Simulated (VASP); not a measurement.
# AgCl in VASP: a series of runs

AgCl is run at these levels: LDA; tasks: single point.

All numbers are computed with VASP 6.6.1; they aren't measurements. Logs are shortened: lines on timing, memory, paths and dates and some standing lists are left out, and cuts for length are marked.

## Step 1: The cell of the first run

The structure is cubic, space group Fm-3m (No. 225). The conventional cell has a = 5.281 Å, b = 5.281 Å, c = 5.281 Å, α = 90.00°, β = 90.00°, γ = 90.00°. Ag (site symmetry m-3m) has 6 Cl at 2.64 Å within 3.5 Å. Cl (site symmetry m-3m) has 6 Ag at 2.64 Å within 3.5 Å.

## Step 2: Single point, LDA

Input file INCAR:

```
PREC = Accurate
ENCUT = 520
EDIFF = 1E-6
ISMEAR = 0
SIGMA = 0.05
LREAL = False
LASPH = True
NELM = 100
ALGO = Normal
ISIF = 2
LWAVE = False
LCHARG = True
LELF = True
LVHAR = True
NBANDS = 16
```

Input file KPOINTS:

```
Automatic mesh
0
Gamma
  10 10 10
```

Input file POSCAR:

```
AgCl
1.0
    0.0000000000      2.6406134669      2.6406134669
    2.6406134669      0.0000000000      2.6406134669
    2.6406134669      2.6406134669      0.0000000000
Ag Cl
1 1
Direct
    0.0000000000      0.0000000000      0.0000000000
    0.5000000000      0.5000000000      0.5000000000
```

Potentials or basis: VASP PAW LDA potentials, release 64 (Ag, Cl).

Started as:

```sh
$ cat potpaw_LDA.64/Ag/POTCAR potpaw_LDA.64/Cl/POTCAR > POTCAR
$ mpirun -np 1 vasp_std > vasp.out
```

OUTCAR:

```text
PREC = Accurate
   ENCUT = 520
   EDIFF = 1E-6
   ISMEAR = 0
   LREAL = False
   LASPH = True
   NELM = 100
   ISIF = 2

 ion  position               nearest neighbor table
   1  0.000  0.000  0.000-   2 2.64   2 2.64   2 2.64   2 2.64   2 2.64   2 2.64
   2  0.500  0.500  0.500-   1 2.64   1 2.64   1 2.64   1 2.64   1 2.64   1 2.64

  LATTYP: Found a face centered cubic cell.
 ALAT       =     5.2812269338

  Lattice vectors:

 A1 = (   0.0000000000,   2.6406134669,   2.6406134669)
 A2 = (   2.6406134669,   0.0000000000,   2.6406134669)
 A3 = (   2.6406134669,   2.6406134669,   0.0000000000)

Analysis of symmetry for initial positions (statically):
=====================================================================
 Subroutine PRICEL returns:
 Original cell was already a primitive cell.

 Routine SETGRP: Setting up the symmetry group for a
 face centered cubic supercell.

 Subroutine GETGRP returns: Found 48 space group operations
 (whereof 48 operations were pure point group operations)
 out of a pool of 48 trial point group operations.

The static configuration has the point symmetry O_h .

Analysis of symmetry for dynamics (positions and initial velocities):
=====================================================================
 Subroutine PRICEL returns:
 Original cell was already a primitive cell.

 Routine SETGRP: Setting up the symmetry group for a
 face centered cubic supercell.

 Subroutine GETGRP returns: Found 48 space group operations
 (whereof 48 operations were pure point group operations)
 out of a pool of 48 trial point group operations.

The dynamic configuration has the point symmetry O_h .

 Subroutine INISYM returns: Found 48 space group operations
 (whereof 48 operations are pure point group operations),
 and found     1 'primitive' translations

----------------------------------------------------------------------------------------

                                     Primitive cell

  volume of cell :      36.8251

  direct lattice vectors                    reciprocal lattice vectors
     0.000000000  2.640613467  2.640613467    -0.189349939  0.189349939  0.189349939
     2.640613467  0.000000000  2.640613467     0.189349939 -0.189349939  0.189349939
     2.640613467  2.640613467  0.000000000     0.189349939  0.189349939 -0.189349939

  length of vectors
     3.734391378  3.734391378  3.734391378     0.327963715  0.327963715  0.327963715

  position of ions in fractional coordinates (direct lattice)
     0.000000000  0.000000000  0.000000000
     0.500000000  0.500000000  0.500000000

  ion indices of the primitive-cell ions
   primitive index   ion index
                 1           1
                 2           2

----------------------------------------------------------------------------------------

 KPOINTS: Automatic mesh

Automatic generation of k-mesh.
 Grid dimensions read from file:
 generate k-points for:   10   10   10

 Generating k-lattice:

  Cartesian coordinates                     Fractional coordinates (reciprocal lattice)
    -0.018934994  0.018934994  0.018934994     0.100000000  0.000000000  0.000000000
     0.018934994 -0.018934994  0.018934994     0.000000000  0.100000000  0.000000000
     0.018934994  0.018934994 -0.018934994     0.000000000  0.000000000  0.100000000

  Length of vectors
     0.032796372  0.032796372  0.032796372

  Shift w.r.t. Gamma in fractional coordinates (k-lattice)
     0.000000000  0.000000000  0.000000000

 Subroutine IBZKPT returns following result:
 ===========================================

 Found     47 irreducible k-points:

 Following reciprocal coordinates:
            Coordinates               Weight
  0.000000  0.000000  0.000000      1.000000
  0.100000  0.000000  0.000000      8.000000
  0.200000  0.000000  0.000000      8.000000
  0.300000  0.000000  0.000000      8.000000
  0.400000  0.000000  0.000000      8.000000
  0.500000  0.000000  0.000000      4.000000
[... 16 lines left out ...]
  0.300000  0.300000  0.000000      6.000000
  0.400000  0.300000  0.000000     24.000000
 [... further k-points ...]
   k-points           NKPTS =     47   k-points in BZ     NKDIM =     47   number of bands    NBANDS=     16
   number of dos      NEDOS =    301   number of ions     NIONS =      2
   total plane-waves  NPLWV =  21952
   dimension x,y,z NGX =    28 NGY =   28 NGZ =   28
   dimension x,y,z NGXF=    56 NGYF=   56 NGZF=   56
   ions per type =               1   1
   NGX,Y,Z   is equivalent  to a cutoff of  12.46, 12.46, 12.46 a.u.
   NGXF,Y,Z  is equivalent  to a cutoff of  24.93, 24.93, 24.93 a.u.
 SYSTEM =  unknown system
   PREC   = accura    normal or accurate (medium, high low for compatibility)
   ISTART =      0    job   : 0-new  1-cont  2-samecut
   ICHARG =      2    charge: 1-file 2-atom 10-const
   ISPIN  =      1    spin polarized calculation?
   LNONCOLLINEAR =      F non collinear calculations
   LSORBIT =      F    spin-orbit coupling
   LASPH  =      T    aspherical Exc in radial PAW
   ENCUT  =  520.0 eV  38.22 Ry    6.18 a.u.   6.94  6.94  6.94*2*pi/ulx,y,z
   NELM   =    100;   NELMIN=  2; NELMDL= -5     # of ELM steps
   EDIFF  = 0.1E-05   stopping-criterion for ELM
   LREAL  =      F    real-space projection
   EDIFFG = 0.1E-04   stopping-criterion for IOM
   NSW    =      0    number of steps for IOM
   IBRION =     -1    ionic relax: 0-MD 1-quasi-New 2-CG
   NFREE  =      0    steps in history (QN), initial steepest desc. (CG)
   ISIF   =      2    stress and relaxation
   ISYM   =      2    0-nonsym 1-usesym 2-fastsym
   POTIM  = 0.5000    time-step for ionic-motion
   TEBEG  =    0.0;   TEEND  =   0.0 temperature during run
   PSTRESS=    0.0 pullay stress
   NELECT =      18.0000    total number of electrons
   NUPDOWN=      -1.0000    fix difference up-down
   EMIN   =  10.00;   EMAX   =-10.00  energy-range for DOS
   EFERMI =   0.00;   METHOD = LEGACY
   ISMEAR =     0;   SIGMA  =   0.05  broadening in eV -4-tet -1-fermi 0-gaus
   EFERMI_NEDOS =   21; number of points for ismear=-14 and -15
   IALGO  =     38    algorithm
   IMIX   =      4    mixing-type and parameters
     AMIX     =   0.40;   BMIX     =  1.00
     AMIX_MAG =   1.60;   BMIX_MAG =  1.00
  volume/ion in A,a.u.               =      18.41       124.25
  Fermi-wavevector in a.u.,A,eV,Ry     =   1.289588  2.436967 22.626979  1.663036
  Thomas-Fermi vector in A             =   2.421471
   LORBIT       =      0    0 simple, 1 ext, 2 COOP (PROOUT), +10 PAW based schemes
   GGA     = CA    functional components
   LHFCALC =     F    Hartree Fock is set to
   AEXX    =    0.0000 exact exchange contribution
   IVDW    =     0    specifies the selected vdW correction
   LEPSILON=     F    determine dielectric tensor
   LRPA    =     F    only Hartree local field effects (RPA)
 non-spin polarized calculation
 Gauss-broadening in eV      SIGMA  =   0.05
  energy-cutoff  :      520.00
  volume of cell :       36.83
 maximum number of plane-waves:      1002
   NGX = 13   NGY = 13   NGZ = 13

 number of electron      17.9999993 magnetization

 Free energy of the ion-electron system (eV)
  ---------------------------------------------------
  ext. energy  EPLUGINS =         0.00000000
  ---------------------------------------------------
  free energy    TOTEN  =        -6.77732157 eV

  energy without entropy =       -6.77732157  energy(sigma->0) =       -6.77732157

 E-fermi :   5.8786     XC(G=0): -11.1947

 val. band max:        5.6225975620   @ k =   0.5000   0.0000   0.0000
 cond. band min:       6.2991511337   @ k =   0.0000   0.0000   0.0000
 fundamental gap:      0.6765535717
 Fermi energy:         5.8786185562

 k-point     1 :       0.0000    0.0000    0.0000
  band No.  band energies     occupation
      1     -10.5165      2.00000
      2       2.3937      2.00000
      3       2.3937      2.00000
      4       2.3937      2.00000
      5       2.4448      2.00000
      6       2.4448      2.00000
[... 8 lines left out ...]
     15      19.5229      0.00000
     16      19.5229      0.00000

 k-point     2 :       0.1000    0.0000    0.0000
  band No.  band energies     occupation
      1     -10.4570      2.00000
      2       1.8140      2.00000
      3       1.8140      2.00000
      4       1.8222      2.00000
      5       2.4468      2.00000
      6       2.4468      2.00000
[... 8 lines left out ...]
     15      18.0449      0.00000
     16      18.1761      0.00000

 k-point     3 :       0.2000    0.0000    0.0000
  band No.  band energies     occupation
      1     -10.2946      2.00000
      2       0.8120      2.00000
      3       1.1999      2.00000
      4       1.1999      2.00000
      5       2.5752      2.00000
      6       2.5752      2.00000
[... 8 lines left out ...]
     15      17.6912      0.00000
     16      18.3931      0.00000

 k-point     4 :       0.3000    0.0000    0.0000
  band No.  band energies     occupation
      1     -10.0793      2.00000
      2      -0.1382      2.00000
      3       0.7358      2.00000
      4       0.7358      2.00000
      5       2.7412      2.00000
      6       2.7412      2.00000
[... 8 lines left out ...]
     15      18.1605      0.00000
     16      18.5066      0.00000
[... 324 lines left out ...]
 k-point    22 :      -0.2000    0.2000    0.0000
  band No.  band energies     occupation
      1     -10.0300      2.00000
      2      -0.1922      2.00000
      3       0.5728      2.00000
      4       1.0879      2.00000
      5       2.6701      2.00000
      6       2.8543      2.00000
[... 8 lines left out ...]
     15      19.8172      0.00000
     16      21.0321      0.00000

 k-point    23 :       0.3000    0.3000    0.0000
  band No.  band energies     occupation
      1     -10.0228      2.00000
      2      -0.1930      2.00000
      3       1.6591      2.00000
      4       1.6591      2.00000
      5       2.0659      2.00000
      6       2.6215      2.00000
[... 8 lines left out ...]
     15      20.6363      0.00000
     16      22.6809      0.00000

 k-point    24 :       0.4000    0.3000    0.0000
  band No.  band energies     occupation
      1      -9.9157      2.00000
      2      -0.2160      2.00000
      3       1.2441      2.00000
      4       1.3869      2.00000
      5       2.2253      2.00000
      6       2.8676      2.00000
[... 8 lines left out ...]
     15      20.8211      0.00000
     16      21.9944      0.00000

 [... further k-points ...]
[... 5 lines left out ...]
  --------------------------------------------------------------------------------------
  -------------------------------------------------------------------------------------
  Total        0.7412884      0.7412884      0.7412884     -0.0000000     -0.0000000      0.0000000
  in kB       32.2517488     32.2517488     32.2517488     -0.0000000     -0.0000000      0.0000000
  external PRESSURE =      32.2517488 kB  Pullay stress =       0.0000000 kB

 VOLUME and BASIS-vectors are now :
 -----------------------------------------------------------------------------
  energy-cutoff  :      520.00
  volume of cell :       36.83
      direct lattice vectors                 reciprocal lattice vectors
     0.000000000  2.640613467  2.640613467    -0.189349939  0.189349939  0.189349939
     2.640613467  0.000000000  2.640613467     0.189349939 -0.189349939  0.189349939
     2.640613467  2.640613467  0.000000000     0.189349939  0.189349939 -0.189349939

 POSITION                                       TOTAL-FORCE (eV/Angst)
 -----------------------------------------------------------------------------------
      0.00000      0.00000      0.00000        -0.000000      0.000000      0.000000
      2.64061      2.64061      2.64061         0.000000     -0.000000     -0.000000
 -----------------------------------------------------------------------------------
    total drift:                                0.000000      0.000000      0.000000

  FREE ENERGIE OF THE ION-ELECTRON SYSTEM (eV)
  ---------------------------------------------------
  free  energy   TOTEN  =        -6.7773215672 eV

  energy  without entropy=       -6.7773215672  energy(sigma->0) =       -6.77732157
```

It took 12 s on 1 thread of AMD EPYC 9R45 (Zen 5), shared host; peak memory 0.13 GiB.

What came out:

```yaml
Free_energy: -6.7773 eV
Pressure: 3.2 GPa
Band_gap_on_the_k_mesh: 0.68 eV, indirect (least direct gap 3.47 eV)
```

A k mesh can miss the band edges. Expect the measured gap to be larger: semilocal functionals such as LDA lack the derivative discontinuity.

## Step 3: Single point, LDA

This run uses another cell than the first one, of 20.46 Å³/atom, 1.111 times its volume.

Input file INCAR:

```
PREC     = Accurate       # precision mode
ENCUT    = 520            # plane-wave cutoff, eV
EDIFF    = 1E-7           # SCF threshold, eV
ISMEAR   = 0              # smearing method
SIGMA    = 0.05           # smearing width, eV
LREAL    = False          # projectors in reciprocal space
LASPH    = True           # aspherical terms in the spheres
NELM     = 100            # most SCF steps
ALGO     = Normal         # electronic algorithm
ISIF     = 2              # what is computed and relaxed
LWAVE    = False          # write WAVECAR
LCHARG   = True           # write CHGCAR
LELF     = True           # ELF
LVHAR    = True         
NBANDS   = 16             # bands
```

Input file KPOINTS:

```
regular mesh
0
Gamma
  10 10 10
```

Input file POSCAR:

```
AgCl
1.0
    0.0000000000      2.7350000000      2.7350000000
    2.7350000000      0.0000000000      2.7350000000
    2.7350000000      2.7350000000      0.0000000000
Ag Cl
1 1
Direct
    0.0000000000      0.0000000000      0.0000000000
    0.5000000000      0.5000000000      0.5000000000
```

Potentials or basis: VASP PAW LDA potentials, release 64 (Ag, Cl).

Started as:

```sh
$ cat potpaw_LDA.64/Ag/POTCAR potpaw_LDA.64/Cl/POTCAR > POTCAR
$ mpirun -np 1 vasp_std > vasp.out
```

Run time: 16 s. Hardware: 1 thread of AMD EPYC 9R45 (Zen 5), shared host; peak memory 0.14 GiB.

The run converged. Its results:

| Item | Value |
| --- | --- |
| Free energy | -6.7625 eV |
| Pressure | -3.8 GPa |
| Band gap on the k mesh | 0.64 eV, indirect (least direct gap 3.04 eV) |

Levels at points of the mesh, in eV from the valence-band top:
```csv
k point,band 5,band 6,band 7,band 8,band 9,band 10,band 11,band 12,band 13,band 14
"(0.00, 0.00, 0.00)",-2.66,-2.66,-2.48,-2.48,-2.48,0.64,10.73,10.73,10.73,11.98
"(0.50, 0.00, 0.00)",-2.28,-2.28,-1.94,0.00,0.00,3.86,6.57,7.37,7.37,13.44
"(0.50, 0.50, 0.00)",-3.08,-2.44,-2.14,-2.14,-2.03,2.05,7.80,8.52,11.44,11.44
```

## Step 4: Single point, LDA

This run uses another cell than the first one, of 20.46 Å³/atom, 1.111 times its volume.

Input file INCAR:

```
SYSTEM = AgCl
PREC = Accurate
ENCUT = 520
EDIFF = 1E-6
ISMEAR = 0
SIGMA = 0.05
LREAL = .FALSE.
LASPH = .TRUE.
NELM = 100
ALGO = Normal
ISIF = 2
LWAVE = .FALSE.
LCHARG = .FALSE.
GGA = CA
NBANDS = 16
```

Input file KPOINTS:

```
regular mesh
0
G
  10 10 10
  0 0 0
```

Edit POSCAR of step 3 so:

```diff
@@ -9,2 +9,2 @@
     0.0000000000      0.0000000000      0.0000000000
-    0.5000000000      0.5000000000      0.5000000000
+    0.4937409138      0.5076460705      0.5101604041
```

Started as:

```sh
$ cat potpaw_LDA.64/Ag/POTCAR potpaw_LDA.64/Cl/POTCAR > POTCAR
$ mpirun -np 1 vasp_std > vasp.out
```

Wall time 3.2 min (1 thread of Intel Xeon Platinum 8375C at 2.90GHz (Ice Lake), shared host); peak memory 0.41 GiB.

Results (log left out):

| Property | Result |
| --- | --- |
| Free energy | -6.7612 eV |
| Pressure | -3.7 GPa |
| Largest force | 0.049 eV/Å |
| Band gap on the k mesh | 0.64 eV, indirect (least direct gap 2.99 eV) |

Forces in eV/Å, atoms in the order of the input:
```
Ag   0.048  0.010  0.004
Cl  -0.048 -0.010 -0.004
```

Stress tensor (GPa, compression positive):
```
-3.63 -0.01  0.00
-0.01 -3.75  0.00
 0.00  0.00 -3.76
```

Levels at points of the mesh, in eV from the valence-band top:
| k point | band 6 | band 7 | band 8 | band 9 | band 10 | band 11 | band 12 | band 13 |
| --- | --- | --- | --- | --- | --- | --- | --- | --- |
| (0.00, 0.00, 0.00) | -2.66 | -2.43 | -2.42 | -2.35 | 0.64 | 10.71 | 10.72 | 10.72 |
| (0.50, 0.00, 0.00) | -2.28 | -1.94 | -0.01 | 0.00 | 3.86 | 6.57 | 7.38 | 7.39 |
| (0.00, 0.50, 0.00) | -2.28 | -1.94 | -0.01 | 0.00 | 3.86 | 6.57 | 7.38 | 7.39 |
| (0.00, 0.00, 0.50) | -2.28 | -1.94 | 0.00 | 0.00 | 3.86 | 6.57 | 7.38 | 7.38 |
| (0.50, 0.50, 0.50) | -2.28 | -1.94 | 0.00 | 0.00 | 3.86 | 6.57 | 7.38 | 7.38 |
| (0.50, 0.50, 0.00) | -2.42 | -2.14 | -2.14 | -2.03 | 2.06 | 7.78 | 8.52 | 11.45 |
| (0.00, 0.50, 0.50) | -2.44 | -2.14 | -2.14 | -2.03 | 2.06 | 7.79 | 8.53 | 11.44 |
| (0.50, 0.00, 0.50) | -2.42 | -2.14 | -2.14 | -2.03 | 2.06 | 7.78 | 8.53 | 11.45 |

A k mesh can miss the band edges. As with any semilocal functional, this LDA gap is likely too small.
